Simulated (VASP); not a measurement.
# AlGa3N4 (P-43m) in VASP: further runs

AlGa3N4 is run at these levels: r2SCAN; tasks: single point.

All numbers are computed with VASP 6.6.1; they aren't measurements. Logs are shortened: lines on timing, memory, paths and dates and some standing lists are left out, and cuts for length are marked.

## 1. The cell of the first run

The structure is cubic, space group P-43m (No. 215). Conventional cell: a = 4.472 Å, b = 4.472 Å, c = 4.472 Å, α = 90.00°, β = 90.00°, γ = 90.00°. Within 2.5 Å of Al (site symmetry -43m) lie 4 N at 1.89 Å. Ga (site symmetry -42m) has 4 N at 1.95 Å within 2.6 Å. Within 2.5 Å of N (site symmetry 3m) lie 1 Al at 1.89 Å and 3 Ga at 1.95 Å.

## 2. Single point, r2SCAN

POSCAR reads:

```
AlGa3N4
1.0
    4.4716853600      0.0000000000      0.0000000000
    0.0000000000      4.4716853600      0.0000000000
    0.0000000000      0.0000000000      4.4716853600
Al Ga N
1 3 4
Direct
    0.0000000000      0.0000000000      0.0000000000
    0.5000000000      0.5000000000      0.0000000000
    0.5000000000      0.0000000000      0.5000000000
    0.0000000000      0.5000000000      0.5000000000
    0.7553433513      0.7553433513      0.2446566487
    0.7553433513      0.2446566487      0.7553433513
    0.2446566487      0.7553433513      0.7553433513
    0.2446566487      0.2446566487      0.2446566487
```

INCAR.step1 reads:

```
  PREC = Accurate
  ENCUT = 520
  ISMEAR = 0
  SIGMA = 0.02
  LREAL = False
  LASPH = True
  NELM = 60
  NBANDS = 41
  GGA = PE
  ALGO = Normal
  EDIFF = 1E-4
  LWAVE = True
  LCHARG = False
```

INCAR.step2 reads:

```
  PREC = Accurate
  ENCUT = 520
  EDIFF = 1E-6
  ISMEAR = 0
  SIGMA = 0.02
  LREAL = False
  LASPH = True
  NELM = 60
  ALGO = Normal
  ISIF = 2
  LWAVE = False
  LCHARG = False
  METAGGA = R2SCAN
  LMIXTAU = True
  NBANDS = 41
  ISTART = 1
```

KPOINTS reads:

```
Automatic mesh
0
Gamma
  6 6 6
```

Potentials or basis: VASP PAW PBE potentials, release 64 (Al, Ga_d, N).

Command:

```sh
$ cat potpaw_PBE.64/Al/POTCAR potpaw_PBE.64/Ga_d/POTCAR potpaw_PBE.64/N/POTCAR > POTCAR
$ cp INCAR.step1 INCAR
$ mpirun -np 1 vasp_std > vasp.out
$ cp INCAR.step2 INCAR
$ mpirun -np 1 vasp_std > vasp.out
```

OUTCAR:

```text
PREC = Accurate
   ENCUT = 520
   EDIFF = 1E-6
   ISMEAR = 0
   LREAL = False
   LASPH = True
   NELM = 60
   ISIF = 2
   METAGGA = R2SCAN
   ISTART = 1

 ion  position               nearest neighbor table
   1  0.000  0.000  0.000-   5 1.89   6 1.89   7 1.89   8 1.89
   2  0.500  0.500  0.000-   5 1.95   6 1.95   7 1.95   8 1.95
   3  0.500  0.000  0.500-   5 1.95   6 1.95   7 1.95   8 1.95
   4  0.000  0.500  0.500-   5 1.95   6 1.95   7 1.95   8 1.95
   5  0.755  0.755  0.245-   1 1.89   2 1.95   3 1.95   4 1.95
   6  0.755  0.245  0.755-   1 1.89   2 1.95   3 1.95   4 1.95
   7  0.245  0.755  0.755-   1 1.89   2 1.95   3 1.95   4 1.95
   8  0.245  0.245  0.245-   1 1.89   2 1.95   3 1.95   4 1.95

  LATTYP: Found a simple cubic cell.
 ALAT       =     4.4716853600

  Lattice vectors:

 A1 = (   4.4716853600,   0.0000000000,   0.0000000000)
 A2 = (   0.0000000000,   4.4716853600,   0.0000000000)
 A3 = (   0.0000000000,   0.0000000000,   4.4716853600)

Analysis of symmetry for initial positions (statically):
=====================================================================
 Subroutine PRICEL returns:
 Original cell was already a primitive cell.

 Routine SETGRP: Setting up the symmetry group for a
 simple cubic supercell.

 Subroutine GETGRP returns: Found 24 space group operations
 (whereof 24 operations were pure point group operations)
 out of a pool of 48 trial point group operations.

The static configuration has the point symmetry T_d .

Analysis of symmetry for dynamics (positions and initial velocities):
=====================================================================
 Subroutine PRICEL returns:
 Original cell was already a primitive cell.

 Routine SETGRP: Setting up the symmetry group for a
 simple cubic supercell.

 Subroutine GETGRP returns: Found 24 space group operations
 (whereof 24 operations were pure point group operations)
 out of a pool of 48 trial point group operations.

The dynamic configuration has the point symmetry T_d .

 Subroutine INISYM returns: Found 24 space group operations
 (whereof 24 operations are pure point group operations),
 and found     1 'primitive' translations

----------------------------------------------------------------------------------------

                                     Primitive cell

  volume of cell :      89.4157

  direct lattice vectors                    reciprocal lattice vectors
     4.471685360  0.000000000  0.000000000     0.223629330  0.000000000  0.000000000
     0.000000000  4.471685360  0.000000000     0.000000000  0.223629330  0.000000000
     0.000000000  0.000000000  4.471685360     0.000000000  0.000000000  0.223629330

  length of vectors
     4.471685360  4.471685360  4.471685360     0.223629330  0.223629330  0.223629330

  position of ions in fractional coordinates (direct lattice)
     0.000000000  0.000000000  0.000000000
     0.500000000  0.500000000  0.000000000
     0.500000000  0.000000000  0.500000000
     0.000000000  0.500000000  0.500000000
     0.755343351  0.755343351  0.244656649
     0.755343351  0.244656649  0.755343351
     0.244656649  0.755343351  0.755343351
     0.244656649  0.244656649  0.244656649

  ion indices of the primitive-cell ions
   primitive index   ion index
                 1           1
                 2           2
                 3           3
                 4           4
                 5           5
                 6           6
                 7           7
                 8           8

----------------------------------------------------------------------------------------

 KPOINTS: Automatic mesh

Automatic generation of k-mesh.
 Grid dimensions read from file:
 generate k-points for:    6    6    6

 Generating k-lattice:

  Cartesian coordinates                     Fractional coordinates (reciprocal lattice)
     0.037271555  0.000000000  0.000000000     0.166666667  0.000000000  0.000000000
     0.000000000  0.037271555  0.000000000     0.000000000  0.166666667  0.000000000
     0.000000000  0.000000000  0.037271555     0.000000000  0.000000000  0.166666667

  Length of vectors
     0.037271555  0.037271555  0.037271555

  Shift w.r.t. Gamma in fractional coordinates (k-lattice)
     0.000000000  0.000000000  0.000000000

 Subroutine IBZKPT returns following result:
 ===========================================

 Found     20 irreducible k-points:

 Following reciprocal coordinates:
            Coordinates               Weight
  0.000000  0.000000  0.000000      1.000000
  0.166667  0.000000  0.000000      6.000000
  0.333333  0.000000  0.000000      6.000000
  0.500000  0.000000  0.000000      3.000000
  0.166667  0.166667  0.000000     12.000000
  0.333333  0.166667  0.000000     24.000000
[... 12 lines left out ...]
  0.500000  0.500000  0.333333      6.000000
  0.500000  0.500000  0.500000      1.000000
   k-points           NKPTS =     20   k-points in BZ     NKDIM =     20   number of bands    NBANDS=     41
   number of dos      NEDOS =    301   number of ions     NIONS =      8
   total plane-waves  NPLWV =  46656
   dimension x,y,z NGX =    36 NGY =   36 NGZ =   36
   dimension x,y,z NGXF=    72 NGYF=   72 NGZF=   72
   ions per type =               1   3   4
   NGX,Y,Z   is equivalent  to a cutoff of  13.38, 13.38, 13.38 a.u.
   NGXF,Y,Z  is equivalent  to a cutoff of  26.77, 26.77, 26.77 a.u.
 SYSTEM =  unknown system
   PREC   = accura    normal or accurate (medium, high low for compatibility)
   ISTART =      1    job   : 0-new  1-cont  2-samecut
   ICHARG =      0    charge: 1-file 2-atom 10-const
   ISPIN  =      1    spin polarized calculation?
   LNONCOLLINEAR =      F non collinear calculations
   LSORBIT =      F    spin-orbit coupling
   LASPH  =      T    aspherical Exc in radial PAW
   ENCUT  =  520.0 eV  38.22 Ry    6.18 a.u.   8.31  8.31  8.31*2*pi/ulx,y,z
   NELM   =     60;   NELMIN=  2; NELMDL=  0     # of ELM steps
   EDIFF  = 0.1E-05   stopping-criterion for ELM
   LREAL  =      F    real-space projection
   EDIFFG = 0.1E-04   stopping-criterion for IOM
   NSW    =      0    number of steps for IOM
   IBRION =     -1    ionic relax: 0-MD 1-quasi-New 2-CG
   NFREE  =      0    steps in history (QN), initial steepest desc. (CG)
   ISIF   =      2    stress and relaxation
   ISYM   =      2    0-nonsym 1-usesym 2-fastsym
   POTIM  = 0.5000    time-step for ionic-motion
   TEBEG  =    0.0;   TEEND  =   0.0 temperature during run
   PSTRESS=    0.0 pullay stress
   NELECT =      62.0000    total number of electrons
   NUPDOWN=      -1.0000    fix difference up-down
   EMIN   =  10.00;   EMAX   =-10.00  energy-range for DOS
   EFERMI =   0.00;   METHOD = LEGACY
   ISMEAR =     0;   SIGMA  =   0.02  broadening in eV -4-tet -1-fermi 0-gaus
   EFERMI_NEDOS =   21; number of points for ismear=-14 and -15
   IALGO  =     38    algorithm
   IMIX   =      4    mixing-type and parameters
     AMIX     =   0.40;   BMIX     =  1.00
     AMIX_MAG =   1.60;   BMIX_MAG =  1.00
  volume/ion in A,a.u.               =      11.18        75.43
  Fermi-wavevector in a.u.,A,eV,Ry     =   1.448997  2.738207 28.566688  2.099592
  Thomas-Fermi vector in A             =   2.566774
   LORBIT       =      0    0 simple, 1 ext, 2 COOP (PROOUT), +10 PAW based schemes
   METAGGA = R2SCAN    functional components
   LHFCALC =     F    Hartree Fock is set to
   AEXX    =    0.0000 exact exchange contribution
   IVDW    =     0    specifies the selected vdW correction
   LEPSILON=     F    determine dielectric tensor
   LRPA    =     F    only Hartree local field effects (RPA)
 non-spin polarized calculation
 Gauss-broadening in eV      SIGMA  =   0.02
  energy-cutoff  :      520.00
  volume of cell :       89.42
 maximum number of plane-waves:      2469
 NGX is ok and might be reduce to    36
   NGX = 17   NGY = 17   NGZ = 17

 number of electron      61.9999968 magnetization

 Free energy of the ion-electron system (eV)
  ---------------------------------------------------
  ext. energy  EPLUGINS =         0.00000000
  ---------------------------------------------------
  free energy    TOTEN  =       -84.86640018 eV

  energy without entropy =      -84.86640018  energy(sigma->0) =      -84.86640018

 E-fermi :   5.2623     XC(G=0): -12.3582

 val. band max:        5.1441504018   @ k =   0.0000   0.0000   0.0000
 cond. band min:       7.9305928752   @ k =   0.0000   0.0000   0.0000
 fundamental gap:      2.7864424734
 Fermi energy:         5.2623413083

 k-point     1 :       0.0000    0.0000    0.0000
  band No.  band energies     occupation
      1     -11.3162      2.00000
      2      -9.9413      2.00000
      3      -9.9413      2.00000
      4      -9.9413      2.00000
      5      -8.3605      2.00000
      6      -8.3605      2.00000
[... 33 lines left out ...]
     40      16.7313      0.00000
     41      16.7313      0.00000

 k-point     2 :       0.1667    0.0000    0.0000
  band No.  band energies     occupation
      1     -11.2051      2.00000
      2      -9.9931      2.00000
      3      -9.9437      2.00000
      4      -9.9437      2.00000
      5      -8.3631      2.00000
      6      -8.3565      2.00000
[... 33 lines left out ...]
     40      16.9565      0.00000
     41      16.9565      0.00000

 k-point     3 :       0.3333    0.0000    0.0000
  band No.  band energies     occupation
      1     -10.9051      2.00000
      2     -10.1707      2.00000
      3      -9.9485      2.00000
      4      -9.9485      2.00000
      5      -8.3394      2.00000
      6      -8.3394      2.00000
[... 33 lines left out ...]
     40      17.4340      0.00000
     41      17.5537      0.00000

 k-point     4 :       0.5000    0.0000    0.0000
  band No.  band energies     occupation
      1     -10.5774      2.00000
      2     -10.4355      2.00000
      3      -9.9509      2.00000
      4      -9.9509      2.00000
      5      -8.3106      2.00000
      6      -8.3106      2.00000
[... 649 lines left out ...]
     40      16.2091      0.00000
     41      16.3776      0.00000

 k-point    19 :       0.5000    0.5000    0.3333
  band No.  band energies     occupation
      1     -10.3194      2.00000
      2     -10.1343      2.00000
      3     -10.1343      2.00000
      4     -10.1233      2.00000
      5      -8.3566      2.00000
      6      -8.3566      2.00000
[... 33 lines left out ...]
     40      16.0830      0.00000
     41      16.2458      0.00000

 k-point    20 :       0.5000    0.5000    0.5000
  band No.  band energies     occupation
      1     -10.3227      2.00000
      2     -10.1286      2.00000
      3     -10.1286      2.00000
      4     -10.1286      2.00000
      5      -8.3612      2.00000
      6      -8.3612      2.00000
[... 33 lines left out ...]
     40      15.7746      0.00000
     41      15.7746      0.00000

------------------------ aborting loop because EDIFF is reached ----------------------------------------

  FORCE on cell =-STRESS in cart. coord.  units (eV):
  Direction    XX          YY          ZZ          XY          YZ          ZX
  --------------------------------------------------------------------------------------
  -------------------------------------------------------------------------------------
  Total       -0.1111016     -0.1111016     -0.1111016      0.0000000      0.0000000      0.0000000
  in kB       -1.9907524     -1.9907524     -1.9907524      0.0000000      0.0000000      0.0000000
  external PRESSURE =      -1.9907524 kB  Pullay stress =       0.0000000 kB

 VOLUME and BASIS-vectors are now :
 -----------------------------------------------------------------------------
  energy-cutoff  :      520.00
  volume of cell :       89.42
      direct lattice vectors                 reciprocal lattice vectors
     4.471685360  0.000000000  0.000000000     0.223629330  0.000000000  0.000000000
     0.000000000  4.471685360  0.000000000     0.000000000  0.223629330  0.000000000
     0.000000000  0.000000000  4.471685360     0.000000000  0.000000000  0.223629330

 POSITION                                       TOTAL-FORCE (eV/Angst)
 -----------------------------------------------------------------------------------
      0.00000      0.00000      0.00000        -0.000000      0.000000     -0.000000
      2.23584      2.23584      0.00000        -0.000000      0.000000      0.000000
      2.23584      0.00000      2.23584        -0.000000      0.000000     -0.000000
      0.00000      2.23584      2.23584        -0.000000      0.000000     -0.000000
      3.37766      3.37766      1.09403         0.046665      0.046665     -0.046665
      3.37766      1.09403      3.37766         0.046665     -0.046665      0.046665
      1.09403      3.37766      3.37766        -0.046665      0.046665      0.046665
      1.09403      1.09403      1.09403        -0.046665     -0.046665     -0.046665
 -----------------------------------------------------------------------------------
    total drift:                               -0.000000     -0.000000     -0.000000

  FREE ENERGIE OF THE ION-ELECTRON SYSTEM (eV)
  ---------------------------------------------------
  free  energy   TOTEN  =       -84.8664001776 eV

  energy  without entropy=      -84.8664001776  energy(sigma->0) =      -84.86640018
```

It took 7.9 min on 1 thread of AMD EPYC 7R43 (Zen 3), shared host; peak memory 0.21 GiB.

What came out:

```yaml
Free_energy: -84.8664 eV
Pressure: -0.2 GPa
Largest_force: 0.081 eV/Å
Band_gap_on_the_k_mesh: 2.79 eV, direct
```

Forces on the atoms (eV/Å):
```
Al   0.000  0.000  0.000
Ga   0.000  0.000  0.000
Ga   0.000  0.000  0.000
Ga   0.000  0.000  0.000
N    0.047  0.047 -0.047
N    0.047 -0.047  0.047
N   -0.047  0.047  0.047
N   -0.047 -0.047 -0.047
```

Caveat: the PAW data sets were made with another functional, which shifts forces and pressure a little. r2SCAN opens gaps a little over a GGA but as a rule still falls short of measured ones.

(Part 1 of 2 ends here.)
